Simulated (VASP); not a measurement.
# CeO2 (Fm-3m) in VASP: notebook, part 2 of 2

VASP 6.6.1. The steps go on from the part before.

## 3. Single point, revPBE+D4 (13.88 Å³/atom)

This run uses another cell than the first one, of 13.88 Å³/atom.

Contents of INCAR:

```
SYSTEM = CeO2
PREC = Accurate ; ENCUT = 520
EDIFF = 1E-6 ; ISMEAR = 0
SIGMA = 0.05 ; LREAL = .FALSE.
LASPH = .TRUE. ; NELM = 60
ALGO = Normal ; ISIF = 2
LWAVE = .FALSE. ; LCHARG = .TRUE.
GGA = RE ; IVDW = 13
LELF = .TRUE. ; LVHAR = .TRUE.
NBANDS = 19
```

Contents of KPOINTS:

```
Automatic mesh
0
G
  8 8 8
  0 0 0
```

Contents of POSCAR:

```
CeO2
1.0
    0.0000000000      2.7512321331      2.7512321331
    2.7512321331      0.0000000000      2.7512321331
    2.7512321331      2.7512321331      0.0000000000
Ce O
1 2
Direct
    0.0000000000      0.0000000000      0.0000000000
    0.2500000000      0.2500000000      0.2500000000
    0.7500000000      0.7500000000      0.7500000000
```

Potentials or basis: VASP PAW PBE potentials, release 64 (Ce, O).

Run with:

```bash
$ cat potpaw_PBE.64/Ce/POTCAR potpaw_PBE.64/O/POTCAR > POTCAR
$ mpirun -np 1 vasp_std > vasp.out
```

OUTCAR:

```text
SYSTEM = CeO2
   PREC = Accurate
   ENCUT = 520
   EDIFF = 1E-6
   ISMEAR = 0
   LREAL = .FALSE.
   LASPH = .TRUE.
   NELM = 60
   ISIF = 2
   GGA = RE
   IVDW = 13

 ion  position               nearest neighbor table
   1  0.000  0.000  0.000-   3 2.38   3 2.38   3 2.38   2 2.38   2 2.38   2 2.38   3 2.38   2 2.38

   2  0.250  0.250  0.250-   1 2.38   1 2.38   1 2.38   1 2.38
   3  0.750  0.750  0.750-   1 2.38   1 2.38   1 2.38   1 2.38

  LATTYP: Found a face centered cubic cell.
 ALAT       =     5.5024642662

  Lattice vectors:

 A1 = (   0.0000000000,   2.7512321331,   2.7512321331)
 A2 = (   2.7512321331,   0.0000000000,   2.7512321331)
 A3 = (   2.7512321331,   2.7512321331,   0.0000000000)

Analysis of symmetry for initial positions (statically):
=====================================================================
 Subroutine PRICEL returns:
 Original cell was already a primitive cell.

 Routine SETGRP: Setting up the symmetry group for a
 face centered cubic supercell.

 Subroutine GETGRP returns: Found 48 space group operations
 (whereof 48 operations were pure point group operations)
 out of a pool of 48 trial point group operations.

The static configuration has the point symmetry O_h .

Analysis of symmetry for dynamics (positions and initial velocities):
=====================================================================
 Subroutine PRICEL returns:
 Original cell was already a primitive cell.

 Routine SETGRP: Setting up the symmetry group for a
 face centered cubic supercell.

 Subroutine GETGRP returns: Found 48 space group operations
 (whereof 48 operations were pure point group operations)
 out of a pool of 48 trial point group operations.

The dynamic configuration has the point symmetry O_h .

 Subroutine INISYM returns: Found 48 space group operations
 (whereof 48 operations are pure point group operations),
 and found     1 'primitive' translations

----------------------------------------------------------------------------------------

                                     Primitive cell

  volume of cell :      41.6497

  direct lattice vectors                    reciprocal lattice vectors
     0.000000000  2.751232133  2.751232133    -0.181736755  0.181736755  0.181736755
     2.751232133  0.000000000  2.751232133     0.181736755 -0.181736755  0.181736755
     2.751232133  2.751232133  0.000000000     0.181736755  0.181736755 -0.181736755

  length of vectors
     3.890829796  3.890829796  3.890829796     0.314777293  0.314777293  0.314777293

  position of ions in fractional coordinates (direct lattice)
     0.000000000  0.000000000  0.000000000
     0.250000000  0.250000000  0.250000000
     0.750000000  0.750000000  0.750000000

  ion indices of the primitive-cell ions
   primitive index   ion index
                 1           1
                 2           2
                 3           3

----------------------------------------------------------------------------------------

 KPOINTS: Automatic mesh

Automatic generation of k-mesh.
 Grid dimensions read from file:
 generate k-points for:    8    8    8

 Generating k-lattice:

  Cartesian coordinates                     Fractional coordinates (reciprocal lattice)
    -0.022717094  0.022717094  0.022717094     0.125000000  0.000000000  0.000000000
     0.022717094 -0.022717094  0.022717094     0.000000000  0.125000000  0.000000000
     0.022717094  0.022717094 -0.022717094     0.000000000  0.000000000  0.125000000

  Length of vectors
     0.039347162  0.039347162  0.039347162

  Shift w.r.t. Gamma in fractional coordinates (k-lattice)
     0.000000000  0.000000000  0.000000000

 Subroutine IBZKPT returns following result:
 ===========================================

 Found     29 irreducible k-points:

 Following reciprocal coordinates:
            Coordinates               Weight
  0.000000  0.000000  0.000000      1.000000
  0.125000  0.000000  0.000000      8.000000
  0.250000  0.000000  0.000000      8.000000
  0.375000  0.000000  0.000000      8.000000
  0.500000  0.000000  0.000000      4.000000
  0.125000  0.125000  0.000000      6.000000
[... 16 lines left out ...]
  0.500000  0.250000  0.125000     48.000000
 -0.375000  0.250000  0.125000     24.000000
 [... further k-points ...]
   k-points           NKPTS =     29   k-points in BZ     NKDIM =     29   number of bands    NBANDS=     19
   number of dos      NEDOS =    301   number of ions     NIONS =      3
   total plane-waves  NPLWV =  27000
   dimension x,y,z NGX =    30 NGY =   30 NGZ =   30
   dimension x,y,z NGXF=    60 NGYF=   60 NGZF=   60
   ions per type =               1   2
   NGX,Y,Z   is equivalent  to a cutoff of  12.82, 12.82, 12.82 a.u.
   NGXF,Y,Z  is equivalent  to a cutoff of  25.64, 25.64, 25.64 a.u.
 SYSTEM =  CeO2
   PREC   = accura    normal or accurate (medium, high low for compatibility)
   ISTART =      0    job   : 0-new  1-cont  2-samecut
   ICHARG =      2    charge: 1-file 2-atom 10-const
   ISPIN  =      1    spin polarized calculation?
   LNONCOLLINEAR =      F non collinear calculations
   LSORBIT =      F    spin-orbit coupling
   LASPH  =      T    aspherical Exc in radial PAW
   ENCUT  =  520.0 eV  38.22 Ry    6.18 a.u.   7.23  7.23  7.23*2*pi/ulx,y,z
   NELM   =     60;   NELMIN=  2; NELMDL= -5     # of ELM steps
   EDIFF  = 0.1E-05   stopping-criterion for ELM
   LREAL  =      F    real-space projection
[... 7 lines left out ...]
   TEBEG  =    0.0;   TEEND  =   0.0 temperature during run
   PSTRESS=    0.0 pullay stress
   NELECT =      24.0000    total number of electrons
   NUPDOWN=      -1.0000    fix difference up-down
   EMIN   =  10.00;   EMAX   =-10.00  energy-range for DOS
   EFERMI =   0.00;   METHOD = LEGACY
   ISMEAR =     0;   SIGMA  =   0.05  broadening in eV -4-tet -1-fermi 0-gaus
   EFERMI_NEDOS =   21; number of points for ismear=-14 and -15
   IALGO  =     38    algorithm
   IMIX   =      4    mixing-type and parameters
     AMIX     =   0.40;   BMIX     =  1.00
     AMIX_MAG =   1.60;   BMIX_MAG =  1.00
  volume/ion in A,a.u.               =      13.88        93.69
  Fermi-wavevector in a.u.,A,eV,Ry     =   1.362306  2.574385 25.250749  1.855878
  Thomas-Fermi vector in A             =   2.488807
   LORBIT       =      0    0 simple, 1 ext, 2 COOP (PROOUT), +10 PAW based schemes
   GGA     = RE    functional components
   LHFCALC =     F    Hartree Fock is set to
   AEXX    =    0.0000 exact exchange contribution
   IVDW    =    13    specifies the selected vdW correction
   LEPSILON=     F    determine dielectric tensor
   LRPA    =     F    only Hartree local field effects (RPA)
 non-spin polarized calculation
 Gauss-broadening in eV      SIGMA  =   0.05
  energy-cutoff  :      520.00
  volume of cell :       41.65
 maximum number of plane-waves:      1139
 NGX is ok and might be reduce to    30
   NGX = 15   NGY = 15   NGZ = 15

 number of electron      23.9999994 magnetization

 Free energy of the ion-electron system (eV)
  ---------------------------------------------------
  ext. energy  EPLUGINS =         0.00000000
  ---------------------------------------------------
  free energy    TOTEN  =       -25.11907420 eV

  energy without entropy =      -25.11907420  energy(sigma->0) =      -25.11907420

 E-fermi :   5.1517     XC(G=0): -10.8816

 val. band max:        4.9269770039   @ k =  -0.2500   0.2500   0.0000
 cond. band min:       6.7411231824   @ k =   0.5000   0.0000   0.0000
 fundamental gap:      1.8141461785
 Fermi energy:         5.1517270246

 k-point     1 :       0.0000    0.0000    0.0000
  band No.  band energies     occupation
      1     -27.6044      2.00000
      2     -11.3514      2.00000
      3     -10.4231      2.00000
      4      -9.8085      2.00000
      5      -9.8085      2.00000
      6      -9.8085      2.00000
[... 11 lines left out ...]
     18       7.6368      0.00000
     19       7.6368      0.00000
[... 485 lines left out ...]
 k-point    24 :      -0.3750    0.2500    0.1250
  band No.  band energies     occupation
      1     -27.4113      2.00000
      2     -13.0710      2.00000
      3     -12.2344      2.00000
      4     -10.1316      2.00000
      5      -8.8394      2.00000
      6      -7.8669      2.00000
[... 11 lines left out ...]
     18       7.2943      0.00000
     19       7.6769      0.00000

 [... further k-points ...]

------------------------ aborting loop because EDIFF is reached ----------------------------------------

  DFT-D4 for vdW energy calculation

  Edisp (eV):   -1.21875

  FORCE on cell =-STRESS in cart. coord.  units (eV):
  Direction    XX          YY          ZZ          XY          YZ          ZX
  --------------------------------------------------------------------------------------
  -------------------------------------------------------------------------------------
  Total      -1.64626    -1.64626    -1.64626    -0.00000     0.00000    -0.00000
  in kB     -63.32831   -63.32831   -63.32831    -0.00000     0.00000    -0.00000
  external pressure =      -63.33 kB  Pullay stress =        0.00 kB

 VOLUME and BASIS-vectors are now :
 -----------------------------------------------------------------------------
  energy-cutoff  :      520.00
  volume of cell :       41.65
      direct lattice vectors                 reciprocal lattice vectors
     0.000000000  2.751232133  2.751232133    -0.181736755  0.181736755  0.181736755
     2.751232133  0.000000000  2.751232133     0.181736755 -0.181736755  0.181736755
     2.751232133  2.751232133  0.000000000     0.181736755  0.181736755 -0.181736755

 POSITION                                       TOTAL-FORCE (eV/Angst)
 -----------------------------------------------------------------------------------
      0.00000      0.00000      0.00000         0.000000     -0.000000      0.000000
      1.37562      1.37562      1.37562         0.000000     -0.000000     -0.000000
      4.12685      4.12685      4.12685        -0.000000      0.000000      0.000000
 -----------------------------------------------------------------------------------
    total drift:                                0.000000     -0.000000      0.000000

  FREE ENERGIE OF THE ION-ELECTRON SYSTEM (eV)
  ---------------------------------------------------
  free  energy   TOTEN  =       -26.3378229718 eV

  energy  without entropy=      -26.3378229718  energy(sigma->0) =      -26.33782297
```

OSZICAR:

```text
N       E                     dE             d eps       ncg     rms          rms(c)
DAV:   1     0.233432983833E+03    0.23343E+03   -0.11258E+04  1126   0.166E+03
[... 13 lines left out ...]
DAV:  15    -0.251230792891E+02    0.95307E-02   -0.10302E-02  1494   0.136E+00    0.983E-01
DAV:  16    -0.251197711586E+02    0.33081E-02   -0.34260E-03  1142   0.832E-01    0.512E-01
DAV:  17    -0.251191560730E+02    0.61509E-03   -0.11684E-03  1690   0.390E-01    0.215E-01
DAV:  18    -0.251190745674E+02    0.81506E-04   -0.20571E-04  1388   0.183E-01    0.859E-02
DAV:  19    -0.251190765631E+02   -0.19957E-05   -0.26771E-05  1649   0.297E-02    0.423E-02
DAV:  20    -0.251190741874E+02    0.23758E-05   -0.18975E-06  1012   0.157E-02    0.176E-02
DAV:  21    -0.251190741964E+02   -0.90697E-08   -0.12987E-06   665   0.730E-03
   1 F= -.26337823E+02 E0= -.26337823E+02  d E =-.111013E-11
```

stdout:

```text
POSCAR found type information on POSCAR CeO
 POSCAR found :  2 types and       3 ions
 scaLAPACK will be used
 -----------------------------------------------------------------------------
|                                                                             |
|                                                                             |
|     You enforced a specific xc type in the INCAR file but a different       |
|     I HOPE YOU KNOW WHAT YOU ARE DOING!                                     |
|                                                                             |
 -----------------------------------------------------------------------------

 LDA part: xc-table for (Slater+PW92), standard interpolation
 POSCAR, INCAR and KPOINTS ok, starting setup
 FFT: planning ... GRIDC
 FFT: planning ... GRID_SOFT
 FFT: planning ... GRID
 WAVECAR not read
 entering main loop
```

Run time: 87 s. Hardware: 1 thread of Intel Xeon 8259CL, shared host; peak memory 0.19 GiB.

Results:

```yaml
Free_energy: -26.3378 eV
Pressure: -6.3 GPa
Band_gap_on_the_k_mesh: 1.81 eV (least direct gap 1.91 eV)
Dispersion_energy_per_atom: -0.406 eV
```

Caveat: the cell stands under tension; the PAW data sets were made with another functional, which shifts forces and pressure a little; spin-orbit coupling is left out, which moves the levels of the heavy elements; semilocal functionals describe open f shells poorly, which spoils levels, moments and volumes.
